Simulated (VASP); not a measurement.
# TiO2 (Anatase) (I4_1/amd) in VASP: settings compared

TiO2 (Anatase) is run at these levels: PBE, r2SCAN; tasks: single point.

All numbers are computed with VASP 6.6.1; they aren't measurements. Logs are shortened: lines on timing, memory, paths and dates and some standing lists are left out, and cuts for length are marked.

**1. The cell of the first run**

It takes space group I4_1/amd (No. 141, tetragonal). The conventional cell has a = 3.778 Å, b = 3.778 Å, c = 9.583 Å, α = 90.00°, β = 90.00°, γ = 90.00°. Within 2.6 Å of Ti (site symmetry -4m2) lie 6 O at 1.93 to 1.99 Å. O (site symmetry 2mm) has 3 Ti at 1.93 to 1.99 Å and 2 O at 2.46 Å within 2.6 Å.

**2. Single point, PBE**

INCAR

```
SYSTEM = TiO2
PREC     = Accurate       ! precision mode
ENCUT    = 520            ! plane-wave cutoff, eV
EDIFF    = 1E-7           ! SCF threshold, eV
ISMEAR   = 0              ! smearing method
SIGMA    = 0.01           ! smearing width, eV
LREAL    = .FALSE.        ! projectors in reciprocal space
LASPH    = .TRUE.         ! aspherical terms in the spheres
NELM     = 80             ! most SCF steps
ALGO     = Normal         ! electronic algorithm
ISIF     = 2              ! what is computed and relaxed
LWAVE    = .FALSE.        ! write WAVECAR
LCHARG   = .FALSE.        ! write CHGCAR
GGA      = PE             ! functional
NBANDS   = 33             ! bands
```

KPOINTS

```
regular mesh
0
G
  8 8 8
  0 0 0
```

POSCAR

```
TiO2
1.0
   -1.8888993355      1.8888993355      4.7917223787
    1.8888993355     -1.8888993355      4.7917223787
    1.8888993355      1.8888993355     -4.7917223787
Ti O
2 4
Direct
    0.0000000000      0.0000000000      0.0000000000
    0.7500000000      0.2500000000      0.5000000000
    0.2072852706      0.2072852706      0.0000000000
    0.9572852706      0.4572852706      0.5000000000
    0.5427147294      0.0427147294      0.5000000000
    0.7927147294      0.7927147294      0.0000000000
```

Potentials or basis: VASP PAW PBE potentials, release 64 (Ti_sv, O).

Launch:

```bash
$ cat potpaw_PBE.64/Ti_sv/POTCAR potpaw_PBE.64/O/POTCAR > POTCAR
$ mpirun -np 1 vasp_std > vasp.out
```

OUTCAR:

```text
SYSTEM = TiO2
   PREC = Accurate
   ENCUT = 520
   EDIFF = 1E-7
   ISMEAR = 0
   LREAL = .FALSE.
   LASPH = .TRUE.
   NELM = 80
   ISIF = 2
   GGA = PE

 ion  position               nearest neighbor table
   1  0.000  0.000  0.000-   5 1.93   4 1.93   5 1.93   4 1.93   3 1.99   6 1.99
   2  0.750  0.250  0.500-   6 1.93   3 1.93   6 1.93   3 1.93   4 1.99   5 1.99
   3  0.207  0.207  0.000-   2 1.93   2 1.93   1 1.99
   4  0.957  0.457  0.500-   1 1.93   1 1.93   2 1.99
   5  0.543  0.043  0.500-   1 1.93   1 1.93   2 1.99
   6  0.793  0.793  0.000-   2 1.93   2 1.93   1 1.99

  LATTYP: Found a body centered tetragonal cell.
 ALAT       =     3.7777986710
 C/A-ratio  =     2.5367801707

  Lattice vectors:

 A1 = (  -1.8888993355,   1.8888993355,   4.7917223787)
 A2 = (   1.8888993355,  -1.8888993355,   4.7917223787)
 A3 = (   1.8888993355,   1.8888993355,  -4.7917223787)

Analysis of symmetry for initial positions (statically):
=====================================================================
 Subroutine PRICEL returns:
 Original cell was already a primitive cell.

 Routine SETGRP: Setting up the symmetry group for a
 body centered tetragonal supercell.

 Subroutine GETGRP returns: Found 16 space group operations
 (whereof  8 operations were pure point group operations)
 out of a pool of 16 trial point group operations.

The static configuration has the point symmetry D_2d.
 The point group associated with its full space group is D_4h.

Analysis of symmetry for dynamics (positions and initial velocities):
=====================================================================
 Subroutine PRICEL returns:
 Original cell was already a primitive cell.

 Routine SETGRP: Setting up the symmetry group for a
 body centered tetragonal supercell.

 Subroutine GETGRP returns: Found 16 space group operations
 (whereof  8 operations were pure point group operations)
 out of a pool of 16 trial point group operations.

The dynamic configuration has the point symmetry D_2d.
 The point group associated with its full space group is D_4h.

 Subroutine INISYM returns: Found 16 space group operations
 (whereof  8 operations are pure point group operations),
 and found     1 'primitive' translations

----------------------------------------------------------------------------------------

                                     Primitive cell

  volume of cell :      68.3863

  direct lattice vectors                    reciprocal lattice vectors
    -1.888899336  1.888899336  4.791722379     0.000000000  0.264704418  0.104346613
     1.888899336 -1.888899336  4.791722379     0.264704418  0.000000000  0.104346613
     1.888899336  1.888899336 -4.791722379     0.264704418  0.264704418  0.000000000

  length of vectors
     5.486026317  5.486026317  5.486026317     0.284528812  0.284528812  0.374348579

  position of ions in fractional coordinates (direct lattice)
     0.000000000  0.000000000  0.000000000
     0.750000000  0.250000000  0.500000000
     0.207285271  0.207285271  0.000000000
     0.957285271  0.457285271  0.500000000
     0.542714729  0.042714729  0.500000000
     0.792714729  0.792714729  0.000000000

  ion indices of the primitive-cell ions
   primitive index   ion index
                 1           1
                 2           2
                 3           3
                 4           4
                 5           5
                 6           6

----------------------------------------------------------------------------------------

 KPOINTS: regular mesh

Automatic generation of k-mesh.
 Grid dimensions read from file:
 generate k-points for:    8    8    8

 Generating k-lattice:

  Cartesian coordinates                     Fractional coordinates (reciprocal lattice)
     0.000000000  0.033088052  0.013043327     0.125000000  0.000000000 -0.000000000
     0.033088052  0.000000000  0.013043327     0.000000000  0.125000000 -0.000000000
     0.033088052  0.033088052  0.000000000     0.000000000  0.000000000  0.125000000

  Length of vectors
     0.035566101  0.035566101  0.046793572

  Shift w.r.t. Gamma in fractional coordinates (k-lattice)
     0.000000000  0.000000000  0.000000000

 Subroutine IBZKPT returns following result:
 ===========================================

 Found     59 irreducible k-points:

 Following reciprocal coordinates:
            Coordinates               Weight
  0.000000  0.000000  0.000000      1.000000
  0.125000  0.000000 -0.000000      8.000000
  0.250000  0.000000 -0.000000      8.000000
  0.375000 -0.000000  0.000000      8.000000
  0.500000  0.000000 -0.000000      4.000000
  0.125000  0.125000 -0.000000      8.000000
[... 16 lines left out ...]
  0.250000  0.125000  0.125000     16.000000
  0.375000  0.125000  0.125000      8.000000
 [... further k-points ...]
   k-points           NKPTS =     59   k-points in BZ     NKDIM =     59   number of bands    NBANDS=     33
   number of dos      NEDOS =    301   number of ions     NIONS =      6
   total plane-waves  NPLWV =  74088
   dimension x,y,z NGX =    42 NGY =   42 NGZ =   42
   dimension x,y,z NGXF=    84 NGYF=   84 NGZF=   84
   ions per type =               2   4
   NGX,Y,Z   is equivalent  to a cutoff of  12.73, 12.73, 12.73 a.u.
   NGXF,Y,Z  is equivalent  to a cutoff of  25.45, 25.45, 25.45 a.u.
 SYSTEM =  TiO2
   PREC   = accura    normal or accurate (medium, high low for compatibility)
   ISTART =      0    job   : 0-new  1-cont  2-samecut
   ICHARG =      2    charge: 1-file 2-atom 10-const
   ISPIN  =      1    spin polarized calculation?
   LNONCOLLINEAR =      F non collinear calculations
   LSORBIT =      F    spin-orbit coupling
   LASPH  =      T    aspherical Exc in radial PAW
   ENCUT  =  520.0 eV  38.22 Ry    6.18 a.u.  10.20 10.20 10.20*2*pi/ulx,y,z
   NELM   =     80;   NELMIN=  2; NELMDL= -5     # of ELM steps
   EDIFF  = 0.1E-06   stopping-criterion for ELM
   LREAL  =      F    real-space projection
   EDIFFG = 0.1E-05   stopping-criterion for IOM
   NSW    =      0    number of steps for IOM
   IBRION =     -1    ionic relax: 0-MD 1-quasi-New 2-CG
   NFREE  =      0    steps in history (QN), initial steepest desc. (CG)
   ISIF   =      2    stress and relaxation
   ISYM   =      2    0-nonsym 1-usesym 2-fastsym
   POTIM  = 0.5000    time-step for ionic-motion
   TEBEG  =    0.0;   TEEND  =   0.0 temperature during run
   PSTRESS=    0.0 pullay stress
   NELECT =      48.0000    total number of electrons
   NUPDOWN=      -1.0000    fix difference up-down
   EMIN   =  10.00;   EMAX   =-10.00  energy-range for DOS
   EFERMI =   0.00;   METHOD = LEGACY
   ISMEAR =     0;   SIGMA  =   0.01  broadening in eV -4-tet -1-fermi 0-gaus
   EFERMI_NEDOS =   21; number of points for ismear=-14 and -15
   IALGO  =     38    algorithm
   IMIX   =      4    mixing-type and parameters
     AMIX     =   0.40;   BMIX     =  1.00
     AMIX_MAG =   1.60;   BMIX_MAG =  1.00
  volume/ion in A,a.u.               =      11.40        76.92
  Fermi-wavevector in a.u.,A,eV,Ry     =   1.454897  2.749356 28.799783  2.116724
  Thomas-Fermi vector in A             =   2.571994
   LORBIT       =      0    0 simple, 1 ext, 2 COOP (PROOUT), +10 PAW based schemes
   GGA     = PE    functional components
   LHFCALC =     F    Hartree Fock is set to
   AEXX    =    0.0000 exact exchange contribution
   IVDW    =     0    specifies the selected vdW correction
   LEPSILON=     F    determine dielectric tensor
   LRPA    =     F    only Hartree local field effects (RPA)
 non-spin polarized calculation
 Gauss-broadening in eV      SIGMA  =   0.01
  energy-cutoff  :      520.00
  volume of cell :       68.39
 maximum number of plane-waves:      1858
 NGX is ok and might be reduce to    42
   NGX = 21   NGY = 21   NGZ = 21

 number of electron      47.9999993 magnetization

 Free energy of the ion-electron system (eV)
  ---------------------------------------------------
  ext. energy  EPLUGINS =         0.00000000
  ---------------------------------------------------
  free energy    TOTEN  =       -53.83407635 eV

  energy without entropy =      -53.83407635  energy(sigma->0) =      -53.83407635

 E-fermi :   3.3751     XC(G=0): -10.7139

 val. band max:        3.3285119396   @ k =  -0.3750   0.3750   0.0000
 cond. band min:       5.4910011001   @ k =   0.0000   0.0000   0.0000
 fundamental gap:      2.1624891605
 Fermi energy:         3.3751071239

 k-point     1 :       0.0000    0.0000    0.0000
  band No.  band energies     occupation
      1     -53.0272      2.00000
      2     -52.9691      2.00000
      3     -29.4881      2.00000
      4     -29.2508      2.00000
      5     -29.2508      2.00000
      6     -29.1821      2.00000
[... 25 lines left out ...]
     32       8.6224      0.00000
     33       8.6985      0.00000

 k-point     2 :       0.1250    0.0000   -0.0000
  band No.  band energies     occupation
      1     -53.0252      2.00000
      2     -52.9704      2.00000
      3     -29.4838      2.00000
      4     -29.2705      2.00000
      5     -29.2522      2.00000
      6     -29.1903      2.00000
[... 25 lines left out ...]
     32       8.8279      0.00000
     33       9.1016      0.00000

 k-point     3 :       0.2500    0.0000   -0.0000
  band No.  band energies     occupation
      1     -53.0199      2.00000
      2     -52.9740      2.00000
      3     -29.4737      2.00000
      4     -29.3158      2.00000
      5     -29.2552      2.00000
      6     -29.2071      2.00000
[... 25 lines left out ...]
     32       9.2064      0.00000
     33       9.5781      0.00000

 k-point     4 :       0.3750   -0.0000    0.0000
  band No.  band energies     occupation
      1     -53.0136      2.00000
      2     -52.9788      2.00000
      3     -29.4635      2.00000
      4     -29.3612      2.00000
      5     -29.2578      2.00000
      6     -29.2179      2.00000
[... 673 lines left out ...]
     32       9.9533      0.00000
     33      10.3054      0.00000

 k-point    23 :       0.2500    0.1250    0.1250
  band No.  band energies     occupation
      1     -53.0084      2.00000
      2     -52.9816      2.00000
      3     -29.4631      2.00000
      4     -29.3820      2.00000
      5     -29.2933      2.00000
      6     -29.2506      2.00000
[... 25 lines left out ...]
     32      10.0034      0.00000
     33      10.5222      0.00000

 k-point    24 :       0.3750    0.1250    0.1250
  band No.  band energies     occupation
      1     -53.0049      2.00000
      2     -52.9844      2.00000
      3     -29.4578      2.00000
      4     -29.4008      2.00000
      5     -29.2951      2.00000
      6     -29.2569      2.00000
[... 25 lines left out ...]
     32       9.9806      0.00000
     33      10.5717      0.00000

 [... further k-points ...]

------------------------ aborting loop because EDIFF is reached ----------------------------------------

  FORCE on cell =-STRESS in cart. coord.  units (eV):
  Direction    XX          YY          ZZ          XY          YZ          ZX
  --------------------------------------------------------------------------------------
  -------------------------------------------------------------------------------------
  Total        2.2187158      2.2187158      2.4297007      0.0000000      0.0000000      0.0000000
  in kB       51.9808039     51.9808039     56.9238272      0.0000000      0.0000000      0.0000000
  external PRESSURE =      53.6284783 kB  Pullay stress =       0.0000000 kB

 VOLUME and BASIS-vectors are now :
 -----------------------------------------------------------------------------
  energy-cutoff  :      520.00
  volume of cell :       68.39
      direct lattice vectors                 reciprocal lattice vectors
    -1.888899336  1.888899336  4.791722379     0.000000000  0.264704418  0.104346613
     1.888899336 -1.888899336  4.791722379     0.264704418  0.000000000  0.104346613
     1.888899336  1.888899336 -4.791722379     0.264704418  0.264704418  0.000000000

 POSITION                                       TOTAL-FORCE (eV/Angst)
 -----------------------------------------------------------------------------------
      0.00000      0.00000      0.00000         0.000000      0.000000     -0.000000
     -0.00000      1.88890      2.39586         0.000000      0.000000     -0.000000
      0.00000      0.00000      1.98651         0.000000     -0.000000      0.106757
      0.00000      1.88890      4.38237        -0.000000      0.000000      0.106757
     -0.00000      1.88890      0.40935        -0.000000      0.000000     -0.106757
      0.00000      0.00000      7.59694         0.000000     -0.000000     -0.106757
 -----------------------------------------------------------------------------------
    total drift:                                0.000000      0.000000     -0.000000

  FREE ENERGIE OF THE ION-ELECTRON SYSTEM (eV)
  ---------------------------------------------------
  free  energy   TOTEN  =       -53.8340763465 eV

  energy  without entropy=      -53.8340763465  energy(sigma->0) =      -53.83407635
```

It took 4 min on 1 thread of Intel Xeon Platinum 8375C at 2.90GHz (Ice Lake), shared host; peak memory 0.31 GiB.

Results:

```yaml
Free_energy: -53.8341 eV
Pressure: 5.4 GPa
Largest_force: 0.107 eV/Å
Band_gap_on_the_k_mesh: 2.16 eV, indirect (least direct gap 2.45 eV)
```

Forces in eV/Å, atoms in the order of the input:
```
Ti   0.000  0.000  0.000
Ti   0.000  0.000  0.000
O    0.000  0.000  0.107
O    0.000  0.000  0.107
O    0.000  0.000 -0.107
O    0.000  0.000 -0.107
```

A k mesh can miss the band edges. As with any semilocal functional, this PBE gap is likely too small.

**3. Single point, r2SCAN**

POSCAR is that of step 2.

INCAR.step1

```
PREC = Accurate ; ENCUT = 520
ISMEAR = 0 ; SIGMA = 0.01
LREAL = F ; LASPH = T
NELM = 100 ; NBANDS = 33
GGA = PE ; ALGO = Normal
EDIFF = 1E-4 ; LWAVE = T
LCHARG = F
```

INCAR.step2

```
PREC = Accurate ; ENCUT = 520
EDIFF = 1E-6 ; ISMEAR = 0
SIGMA = 0.01 ; LREAL = F
LASPH = T ; NELM = 100
ALGO = Normal ; ISIF = 2
LWAVE = F ; LCHARG = T
METAGGA = R2SCAN ; LMIXTAU = T
LELF = T ; LVHAR = T
NBANDS = 33 ; ISTART = 1
```

KPOINTS

```
Automatic mesh
0
Gamma
  8 8 8
```

Potentials or basis: VASP PAW PBE potentials, release 64 (Ti_sv, O).

Launch:

```bash
$ cat potpaw_PBE.64/Ti_sv/POTCAR potpaw_PBE.64/O/POTCAR > POTCAR
$ cp INCAR.step1 INCAR
$ mpirun -np 1 vasp_std > vasp.out
$ cp INCAR.step2 INCAR
$ mpirun -np 1 vasp_std > vasp.out
```

Run time: 12 min. Hardware: 1 thread of Intel Xeon Platinum 8375C at 2.90GHz (Ice Lake), shared host; peak memory 0.33 GiB.

The run converged. Its results:

* Free energy: -69.8581 eV
* Pressure: 1.2 GPa
* Largest force: 0.026 eV/Å
* Band gap on the k mesh: 2.59 eV, indirect (least direct gap 2.90 eV)

Forces in eV/Å, atoms in the order of the input:
```
Ti   0.000  0.000  0.000
Ti   0.000  0.000  0.000
O    0.000  0.000  0.026
O    0.000  0.000  0.026
O    0.000  0.000 -0.026
O    0.000  0.000 -0.026
```

Stress tensor (GPa, compression positive):
```
1.30 0.00 0.00
0.00 1.30 0.00
0.00 0.00 1.09
```

Levels at points of the mesh, in eV from the valence-band top:
```csv
k point,band 22,band 23,band 24,band 25,band 26,band 27
"(0.00, 0.00, 0.00)",-0.76,-0.44,-0.44,2.59,3.31,4.50
"(0.50, 0.00, 0.00)",-0.93,-0.84,-0.65,3.71,3.99,4.04
"(0.50, 0.50, 0.00)",-2.05,-0.01,-0.01,3.77,3.77,4.24
"(0.50, 0.50, 0.50)",-1.26,-0.09,-0.09,2.94,2.94,4.26
```

Caveat: the PAW data sets were made with another functional, which shifts forces and pressure a little. A k mesh can miss the band edges.
